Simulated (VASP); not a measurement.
Here is a VASP 6.6.1 calculation.

Contents of INCAR:

```
PREC = Accurate ; ENCUT = 520
EDIFF = 1E-6 ; ISMEAR = 0
SIGMA = 0.2 ; LREAL = F
LASPH = T ; NELM = 100
ALGO = Normal ; ISIF = 2
LWAVE = F ; LCHARG = F
GGA = PE ; NBANDS = 38
```

Contents of KPOINTS:

```
Automatic mesh
0
Gamma
  5 5 2
```

The input POSCAR:

```
Zr4Ag
1.0
    4.7830588267     -0.0000000034      0.0000000000
   -2.3915294104      4.1422504534      0.0000000000
    0.0000000000      0.0000000000      8.7991227301
Zr Ag
4 1
Direct
    0.3333333333      0.6666666667      0.0000000000
    0.6666666667      0.3333333333      0.0000000000
    0.0000000000      0.0000000000      0.1723983656
    0.0000000000      0.0000000000      0.8276016344
    0.0000000000      0.0000000000      0.5000000000
```

Potentials or basis: VASP PAW PBE potentials, release 64 (Zr_sv, Ag).

Command:

```sh
$ cat potpaw_PBE.64/Zr_sv/POTCAR potpaw_PBE.64/Ag/POTCAR > POTCAR
$ mpirun -np 1 vasp_std > vasp.out
```

**Question.** Predict the band gap on the k mesh.

**Answer.** Zero (an odd number of electrons rules out a gap without spin polarisation).

**Question.** What does it give for the largest force?

**Answer.** 0.028 eV/Å.

Forces in eV/Å, atoms in the order of the input:
```
Zr   0.000  0.000  0.000
Zr   0.000  0.000  0.000
Zr   0.000  0.000 -0.028
Zr   0.000  0.000  0.028
Ag   0.000  0.000  0.000
```
